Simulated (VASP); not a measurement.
# C (R-3m) in VASP: a series of runs, part 2 of 2

VASP 6.6.1. Earlier steps stand in the parts before.

### 3 Electric field gradients, LDA (equal xy, yz and zx shear strains of -2 %)

INCAR

```
PREC = Accurate
ENCUT = 520
EDIFF = 1E-8
ISMEAR = -1
SIGMA = 0.03
LREAL = F
LASPH = T
NELM = 80
ALGO = Normal
ISIF = 2
LWAVE = F
LCHARG = F
GGA = CA
LEFG = T
NBANDS = 11
```

KPOINTS

```
regular mesh
0
Gamma
  16 16 16
```

POSCAR

```
C
1.0
   -0.0356680000      1.7655660000      1.7655660000
    1.7655660000     -0.0356680000      1.7655660000
    1.7655660000      1.7655660000     -0.0356680000
C
2
Direct
    0.5000000000      0.5000000000      0.5000000000
    0.7500000000      0.7500000000      0.7500000000
```

Potentials or basis: VASP PAW LDA potentials, release 64 (C).

On the command line:

```
$ cat potpaw_LDA.64/C/POTCAR > POTCAR
$ mpirun -np 1 vasp_std > vasp.out
```

OUTCAR:

```text
PREC = Accurate
   ENCUT = 520
   EDIFF = 1E-8
   ISMEAR = -1
   LREAL = F
   LASPH = T
   NELM = 80
   ISIF = 2
   GGA = CA

 ion  position               nearest neighbor table
   1  0.500  0.500  0.500-   2 1.51   2 1.55   2 1.55   2 1.55
   2  0.750  0.750  0.750-   1 1.51   1 1.55   1 1.55   1 1.55

  LATTYP: Found a trigonal (rhomboedric) cell.
 ALAT       =     2.4971421279
 COS(alpha) =     0.4797000918

  Lattice vectors:

 A1 = (  -0.0356680000,   1.7655660000,   1.7655660000)
 A2 = (   1.7655660000,  -0.0356680000,   1.7655660000)
 A3 = (   1.7655660000,   1.7655660000,  -0.0356680000)

Analysis of symmetry for initial positions (statically):
=====================================================================
 Subroutine PRICEL returns:
 Original cell was already a primitive cell.

 Routine SETGRP: Setting up the symmetry group for a
 trigonal (rhombohedral) supercell.

 Subroutine GETGRP returns: Found 12 space group operations
 (whereof  6 operations were pure point group operations)
 out of a pool of 12 trial point group operations.

The static configuration has the point symmetry C_3v.
 The point group associated with its full space group is D_3d.

Analysis of symmetry for dynamics (positions and initial velocities):
=====================================================================
 Subroutine PRICEL returns:
 Original cell was already a primitive cell.

 Routine SETGRP: Setting up the symmetry group for a
 trigonal (rhombohedral) supercell.

 Subroutine GETGRP returns: Found 12 space group operations
 (whereof  6 operations were pure point group operations)
 out of a pool of 12 trial point group operations.

The dynamic configuration has the point symmetry C_3v.
 The point group associated with its full space group is D_3d.

 Subroutine INISYM returns: Found 12 space group operations
 (whereof  6 operations are pure point group operations),
 and found     1 'primitive' translations

----------------------------------------------------------------------------------------

                                     Primitive cell

  volume of cell :      11.3408

  direct lattice vectors                    reciprocal lattice vectors
    -0.035668000  1.765566000  1.765566000    -0.274754951  0.280420001  0.280420001
     1.765566000 -0.035668000  1.765566000     0.280420001 -0.274754951  0.280420001
     1.765566000  1.765566000 -0.035668000     0.280420001  0.280420001 -0.274754951

  length of vectors
     2.497142128  2.497142128  2.497142128     0.482453145  0.482453145  0.482453145

  position of ions in fractional coordinates (direct lattice)
     0.500000000  0.500000000  0.500000000
     0.750000000  0.750000000  0.750000000

  ion indices of the primitive-cell ions
   primitive index   ion index
                 1           1
                 2           2

----------------------------------------------------------------------------------------

 KPOINTS: regular mesh

Automatic generation of k-mesh.
 Grid dimensions read from file:
 generate k-points for:   16   16   16

[... 80 lines left out ...]
   IALGO  =     38    algorithm
   IMIX   =      4    mixing-type and parameters
     AMIX     =   0.40;   BMIX     =  1.00
     AMIX_MAG =   1.60;   BMIX_MAG =  1.00
  volume/ion in A,a.u.               =       5.67        38.27
  Fermi-wavevector in a.u.,A,eV,Ry     =   1.457325  2.753945 28.896007  2.123797
  Thomas-Fermi vector in A             =   2.574140
   LORBIT       =      0    0 simple, 1 ext, 2 COOP (PROOUT), +10 PAW based schemes
   GGA     = CA    functional components
   LHFCALC =     F    Hartree Fock is set to
   AEXX    =    0.0000 exact exchange contribution
   IVDW    =     0    specifies the selected vdW correction
   LEPSILON=     F    determine dielectric tensor
   LRPA    =     F    only Hartree local field effects (RPA)
 non-spin polarized calculation
  energy-cutoff  :      520.00
  volume of cell :       11.34
 maximum number of plane-waves:       319
   NGX =  9   NGY =  9   NGZ =  9

 number of electron       7.9999999 magnetization

 Free energy of the ion-electron system (eV)
  ---------------------------------------------------
  ext. energy  EPLUGINS =         0.00000000
  ---------------------------------------------------
  free energy    TOTEN  =       -20.21110078 eV

  energy without entropy =      -20.21110078  energy(sigma->0) =      -20.21110078

 E-fermi :  10.2222     XC(G=0): -13.5005

 val. band max:        9.7326229501   @ k =   0.0000   0.0000   0.0000
 cond. band min:      13.7811990742   @ k =   0.3750   0.3750  -0.0000
 fundamental gap:      4.0485761241
 Fermi energy:        10.2221856284

 k-point     1 :       0.0000    0.0000    0.0000
  band No.  band energies     occupation
      1     -11.5985      2.00000
      2       9.7059      2.00000
      3       9.7326      2.00000
      4       9.7326      2.00000
      5      14.9645      0.00000
      6      14.9645      0.00000
      7      15.8209      0.00000
      8      23.3817      0.00000
      9      28.7543      0.00000
     10      36.3782      0.00000
     11      36.3782      0.00000
[... 309 lines left out ...]
 k-point    24 :      -0.0625    0.0625    0.0000
  band No.  band energies     occupation
      1     -11.3164      2.00000
      2       8.3276      2.00000
      3       8.5889      2.00000
      4       9.5387      2.00000
      5      15.6020      0.00000
      6      15.8847      0.00000
      7      16.6269      0.00000
      8      23.5304      0.00000
      9      29.1703      0.00000
     10      33.0797      0.00000
     11      34.0553      0.00000

 [... further k-points ...]

------------------------ aborting loop because EDIFF is reached ----------------------------------------

  FORCE on cell =-STRESS in cart. coord.  units (eV):
  Direction    XX          YY          ZZ          XY          YZ          ZX
  --------------------------------------------------------------------------------------
  -------------------------------------------------------------------------------------
  Total       -0.7791064     -0.7791064     -0.7791064      0.8136950      0.8136950      0.8136950
  in kB     -110.0683020   -110.0683020   -110.0683020    114.9548023    114.9548023    114.9548023
  external PRESSURE =    -110.0683020 kB  Pullay stress =       0.0000000 kB

 VOLUME and BASIS-vectors are now :
 -----------------------------------------------------------------------------
  energy-cutoff  :      520.00
  volume of cell :       11.34
      direct lattice vectors                 reciprocal lattice vectors
    -0.035668000  1.765566000  1.765566000    -0.274754951  0.280420001  0.280420001
     1.765566000 -0.035668000  1.765566000     0.280420001 -0.274754951  0.280420001
     1.765566000  1.765566000 -0.035668000     0.280420001  0.280420001 -0.274754951

 POSITION                                       TOTAL-FORCE (eV/Angst)
 -----------------------------------------------------------------------------------
      1.74773      1.74773      1.74773        -0.088106     -0.088106     -0.088106
      2.62160      2.62160      2.62160         0.088106      0.088106      0.088106
 -----------------------------------------------------------------------------------
    total drift:                                0.000000     -0.000000      0.000000

  FREE ENERGIE OF THE ION-ELECTRON SYSTEM (eV)
  ---------------------------------------------------
  free  energy   TOTEN  =       -20.2111007834 eV

  energy  without entropy=      -20.2111007833  energy(sigma->0) =      -20.21110078

 Electric field gradients (V/A^2)
---------------------------------------------------------------------
 ion       V_xx      V_yy      V_zz      V_xy      V_xz      V_yz
---------------------------------------------------------------------
   1      -0.000     0.000    -0.000    -2.247    -2.247    -2.247
   2      -0.000    -0.000    -0.000    -2.247    -2.247    -2.247
---------------------------------------------------------------------

 Electric field gradients after diagonalization (V/A^2)
 (convention: |V_zz| > |V_xx| > |V_yy|)
----------------------------------------------------------------------
 ion       V_xx      V_yy      V_zz     asymmetry (V_yy - V_xx)/ V_zz
----------------------------------------------------------------------
   1       2.247     2.247    -4.495       0.000
   2       2.247     2.247    -4.495       0.000
----------------------------------------------------------------------

           NMR quadrupolar parameters

 Cq : quadrupolar parameter    Cq=e*Q*V_zz/h
 eta: asymmetry parameters     (V_yy - V_xx)/ V_zz
 Q  : nuclear electric quadrupole moment in mb (millibarn)
----------------------------------------------------------------------
 ion       Cq(MHz)       eta       Q (mb)
----------------------------------------------------------------------
   1      -0.011       0.000       1.000
   2      -0.011       0.000       1.000
----------------------------------------------------------------------
```

OSZICAR:

```text
N       E                     dE             d eps       ncg     rms          rms(c)
DAV:   1    -0.122017408530E+01   -0.12202E+01   -0.47897E+03  9655   0.699E+02
DAV:   2    -0.206548010324E+02   -0.19435E+02   -0.18867E+02 11927   0.128E+02
DAV:   3    -0.210172344290E+02   -0.36243E+00   -0.36159E+00 10803   0.133E+01
DAV:   4    -0.210178834837E+02   -0.64905E-03   -0.64904E-03  9805   0.713E-01
DAV:   5    -0.210178843998E+02   -0.91617E-06   -0.91611E-06 10614   0.247E-02    0.571E+00
DAV:   6    -0.204198488749E+02    0.59804E+00   -0.31934E-01  9519   0.392E+00    0.331E+00
DAV:   7    -0.202112700443E+02    0.20858E+00   -0.38042E-01 10111   0.429E+00    0.719E-01
DAV:   8    -0.202111152170E+02    0.15483E-03   -0.95205E-03  9790   0.802E-01    0.305E-02
DAV:   9    -0.202110990562E+02    0.16161E-04   -0.42491E-05 10453   0.511E-02    0.213E-02
DAV:  10    -0.202111008194E+02   -0.17632E-05   -0.27391E-06 10092   0.137E-02    0.488E-03
DAV:  11    -0.202111007872E+02    0.32183E-07   -0.17666E-07 10186   0.333E-03    0.573E-04
DAV:  12    -0.202111007834E+02    0.37768E-08   -0.80506E-09  6586   0.733E-04
   1 F= -.20211101E+02 E0= -.20211101E+02  d E =-.518837E-10
```

It took 74 s on 1 thread of Intel Xeon 8259CL, shared host; peak memory 0.14 GiB.

What came out:

| Item | Value |
| --- | --- |
| Free energy | -20.2111 eV |
| Pressure | -11.0 GPa |
| Largest force | 0.153 eV/Å |
| Band gap on the k mesh | 4.05 eV (least direct gap 5.23 eV) |
| Largest electric field gradient by atom | C -4.5 V/Å² |

Forces in eV/Å, atoms in the order of the input:
```
C   -0.088 -0.088 -0.088
C    0.088  0.088  0.088
```

Stress tensor (GPa, compression positive):
```
-11.01  11.50  11.50
 11.50 -11.01  11.50
 11.50  11.50 -11.01
```

Electric field gradients, principal values (V/Å²):
```tsv
atom	least	middle	greatest (by size)
1 C	2.247	2.247	-4.495
2 C	2.247	2.247	-4.495
```

Caveat: the cell differs from its parent crystal (equal xy, yz and zx shear strains of -2 %); the cell stands under tension; without QUAD_EFG the Cq values of the log hold for a quadrupole moment of 1 mb, not for the nuclei. A k mesh can miss the band edges.
